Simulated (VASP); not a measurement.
# Si4Se3 (P-43m) in VASP: notebook, part 2 of 2

VASP 6.6.1. The steps go on from the part before.

## Step 3: Relaxation of cell and atoms, PBE

This run uses another cell than the first one, of 22.12 Å³/atom.

INCAR

```
SYSTEM = Si4Se3
  PREC = Accurate
  ENCUT = 500
  EDIFF = 1E-7
  ISMEAR = 0
  SIGMA = 0.2
  LREAL = .FALSE.
  LASPH = .TRUE.
  NELM = 120
  ALGO = Normal
  ISIF = 3
  LWAVE = .FALSE.
  LCHARG = .FALSE.
  GGA = PE
  IBRION = 2
  NSW = 36
  EDIFFG = -0.08
  GGA_COMPAT = .FALSE.
  NELMIN = 4
```

KPOINTS

```
regular mesh
0
G
  3 3 3
  0 0 0
```

POSCAR

```
Si4Se3
1.0
    5.3700602600      0.0000000000      0.0000000000
    0.0000000000      5.3700602600      0.0000000000
    0.0000000000      0.0000000000      5.3700602600
Si Se
4 3
Direct
    0.7206873300      0.7206873300      0.7206873300
    0.2793126700      0.2793126700      0.7206873300
    0.2793126700      0.7206873300      0.2793126700
    0.7206873300      0.2793126700      0.2793126700
    0.0000000000      0.0000000000      0.5000000000
    0.5000000000      0.0000000000      0.0000000000
    0.0000000000      0.5000000000      0.0000000000
```

Potentials or basis: VASP PAW PBE potentials, release 64 (Si, Se).

Started as:

```sh
$ cat potpaw_PBE.64/Si/POTCAR potpaw_PBE.64/Se/POTCAR > POTCAR
$ mpirun -np 1 vasp_std > vasp.out
```

OUTCAR:

```text
SYSTEM = Si4Se3
   PREC = Accurate
   ENCUT = 500
   EDIFF = 1E-7
   ISMEAR = 0
   LREAL = .FALSE.
   LASPH = .TRUE.
   NELM = 120
   ISIF = 3
   GGA = PE
   IBRION = 2
   NSW = 36
   EDIFFG = -0.08
   NELMIN = 4

 ion  position               nearest neighbor table
   1  0.721  0.721  0.721-   5 2.43   6 2.43   7 2.43
   2  0.279  0.279  0.721-   5 2.43   6 2.43   7 2.43
   3  0.279  0.721  0.279-   5 2.43   6 2.43   7 2.43
   4  0.721  0.279  0.279-   5 2.43   6 2.43   7 2.43
   5  0.000  0.000  0.500-   1 2.43   2 2.43   3 2.43   4 2.43
   6  0.500  0.000  0.000-   1 2.43   2 2.43   3 2.43   4 2.43
   7  0.000  0.500  0.000-   1 2.43   2 2.43   3 2.43   4 2.43

  LATTYP: Found a simple cubic cell.
 ALAT       =     5.3700602600

  Lattice vectors:

 A1 = (   5.3700602600,   0.0000000000,   0.0000000000)
 A2 = (   0.0000000000,   5.3700602600,   0.0000000000)
 A3 = (   0.0000000000,   0.0000000000,   5.3700602600)

Analysis of symmetry for initial positions (statically):
=====================================================================
 Subroutine PRICEL returns:
 Original cell was already a primitive cell.

 Routine SETGRP: Setting up the symmetry group for a
 simple cubic supercell.

 Subroutine GETGRP returns: Found 24 space group operations
 (whereof 24 operations were pure point group operations)
 out of a pool of 48 trial point group operations.

The static configuration has the point symmetry T_d .

Analysis of symmetry for dynamics (positions and initial velocities):
=====================================================================
 Subroutine PRICEL returns:
 Original cell was already a primitive cell.

 Routine SETGRP: Setting up the symmetry group for a
 simple cubic supercell.

 Subroutine GETGRP returns: Found 24 space group operations
 (whereof 24 operations were pure point group operations)
 out of a pool of 48 trial point group operations.
[... 100 lines left out ...]
   PSTRESS=    0.0 pullay stress
   NELECT =      34.0000    total number of electrons
   NUPDOWN=      -1.0000    fix difference up-down
   EMIN   =  10.00;   EMAX   =-10.00  energy-range for DOS
   EFERMI =   0.00;   METHOD = LEGACY
   ISMEAR =     0;   SIGMA  =   0.20  broadening in eV -4-tet -1-fermi 0-gaus
   EFERMI_NEDOS =   21; number of points for ismear=-14 and -15
   IALGO  =     38    algorithm
   IMIX   =      4    mixing-type and parameters
     AMIX     =   0.40;   BMIX     =  1.00
     AMIX_MAG =   1.60;   BMIX_MAG =  1.00
  volume/ion in A,a.u.               =      22.12       149.29
  Fermi-wavevector in a.u.,A,eV,Ry     =   0.987617  1.866326 13.270956  0.975388
  Thomas-Fermi vector in A             =   2.119084
   LORBIT       =      0    0 simple, 1 ext, 2 COOP (PROOUT), +10 PAW based schemes
   GGA     = PE    functional components
   LHFCALC =     F    Hartree Fock is set to
   AEXX    =    0.0000 exact exchange contribution
   IVDW    =     0    specifies the selected vdW correction
   LEPSILON=     F    determine dielectric tensor
   LRPA    =     F    only Hartree local field effects (RPA)
 conjugate gradient relaxation of ions
 non-spin polarized calculation
 Gauss-broadening in eV      SIGMA  =   0.20
  energy-cutoff  :      500.00
  volume of cell :      154.86
 maximum number of plane-waves:      3944
 NGX is ok and might be reduce to    40
   NGX = 19   NGY = 19   NGZ = 19

--------------------------------------- Ionic step        1  -------------------------------------------

 number of electron      33.9999996 magnetization

 Free energy of the ion-electron system (eV)
  ---------------------------------------------------
  ext. energy  EPLUGINS =         0.00000000
  ---------------------------------------------------
  free energy    TOTEN  =       -28.63356590 eV

  energy without entropy =      -28.54469946  energy(sigma->0) =      -28.58913268

------------------------ aborting loop because EDIFF is reached ----------------------------------------

  FORCE on cell =-STRESS in cart. coord.  units (eV):
  Direction    XX          YY          ZZ          XY          YZ          ZX
  --------------------------------------------------------------------------------------
  -------------------------------------------------------------------------------------
  Total        6.5926499      6.5926499      6.5926499      0.0000000      0.0000000     -0.0000000
  in kB       68.2076551     68.2076551     68.2076551      0.0000000      0.0000000     -0.0000000
  external PRESSURE =      68.2076551 kB  Pullay stress =       0.0000000 kB
[... 313 lines left out ...]
     20       9.1464      0.00000
     21       9.1464      0.00000

[... ionic steps 4 to 10 ...]

--------------------------------------- Ionic step       11  -------------------------------------------

 number of electron      33.9999999 magnetization

------------------------ aborting loop because EDIFF is reached ----------------------------------------
[... 77 lines left out ...]
--------------------------------------- Ionic step       13  -------------------------------------------

 number of electron      34.0000004 magnetization

 Free energy of the ion-electron system (eV)
  ---------------------------------------------------
  ext. energy  EPLUGINS =         0.00000000
  ---------------------------------------------------
  free energy    TOTEN  =       -31.06368014 eV

  energy without entropy =      -30.91960377  energy(sigma->0) =      -30.99164196

 E-fermi :   6.2464     XC(G=0):  -9.9528

 val. band max:        6.2193813503   @ k =   0.3333   0.3333   0.0000
 cond. band min:       6.2794086695   @ k =   0.3333   0.3333   0.3333
 fundamental gap:      0.0600273192
 Fermi energy:         6.2464294151
[... 128 lines left out ...]
  FREE ENERGIE OF THE ION-ELECTRON SYSTEM (eV)
  ---------------------------------------------------
  free  energy   TOTEN  =       -31.0636801440 eV

  energy  without entropy=      -30.9196037750  energy(sigma->0) =      -30.99164196

 reached required accuracy - stopping structural energy minimisation
```

OSZICAR:

```text
N       E                     dE             d eps       ncg     rms          rms(c)
DAV:   1     0.140072478364E+03    0.14007E+03   -0.13610E+04   168   0.132E+03
DAV:   2    -0.142820275725E+02   -0.15435E+03   -0.15009E+03   212   0.193E+02
DAV:   3    -0.284504230424E+02   -0.14168E+02   -0.13819E+02   203   0.588E+01
[... 159 lines left out ...]
DAV:   6    -0.310636792582E+02   -0.71244E-06   -0.12739E-05   198   0.195E-02    0.161E-02
DAV:   7    -0.310636804298E+02   -0.11716E-05   -0.35264E-06   191   0.113E-02    0.295E-03
DAV:   8    -0.310636802537E+02    0.17603E-06   -0.21401E-07   143   0.277E-03    0.101E-03
DAV:   9    -0.310636801356E+02    0.11819E-06   -0.50973E-08   109   0.121E-03    0.225E-04
DAV:  10    -0.310636801440E+02   -0.84792E-08   -0.10445E-08    94   0.613E-04
  13 F= -.31063680E+02 E0= -.30991642E+02  d E =-.430972E-05
```

It took 5 min on 1 thread of Intel Xeon 8259CL, shared host; peak memory 0.24 GiB.

Results:

- Free energy: -31.0637 eV
- Relaxed volume: 19.90 Å³/atom
- Relaxed cell: a = 5.183 Å, b = 5.183 Å, c = 5.183 Å, α = 90.00°, β = 90.00°, γ = 90.00°
- Space group after relaxing (to 0.1 Å): P-43m (No. 215)
- Pressure after relaxing: 0.6 GPa
- Largest force after relaxing: 0.080 eV/Å

Forces on the atoms (eV/Å):
```
Si  -0.046 -0.046 -0.046
Si   0.046  0.046 -0.046
Si   0.046 -0.046  0.046
Si  -0.046  0.046  0.046
Se   0.000  0.000  0.000
Se   0.000  0.000  0.000
Se   0.000  0.000  0.000
```

Final structure:
```
Si Se
1.0
     5.18347    0.00000    0.00000
     0.00000    5.18347    0.00000
     0.00000    0.00000    5.18347
Si Se
4 3
Direct
  0.67586 0.67586 0.67586
  0.32414 0.32414 0.67586
  0.32414 0.67586 0.32414
  0.67586 0.32414 0.32414
  0.00000 0.00000 0.50000
  0.50000 0.00000 0.00000
  0.00000 0.50000 0.00000
```

Levels at points of the mesh, in eV from the Fermi level:
| k point | band 15 | band 16 | band 17 | band 18 | band 19 | band 20 |
| --- | --- | --- | --- | --- | --- | --- |
| (0.00, 0.00, 0.00) | -1.81 | -0.60 | -0.60 | -0.60 | -0.30 | -0.30 |

Caveat: the k points lie up to 0.40 Å⁻¹ apart in the final cell; the highest band is partly filled, so the run has too few bands; the relaxation stopped at a loose force limit of 0.08 eV/Å, so its end isn't a converged minimum.
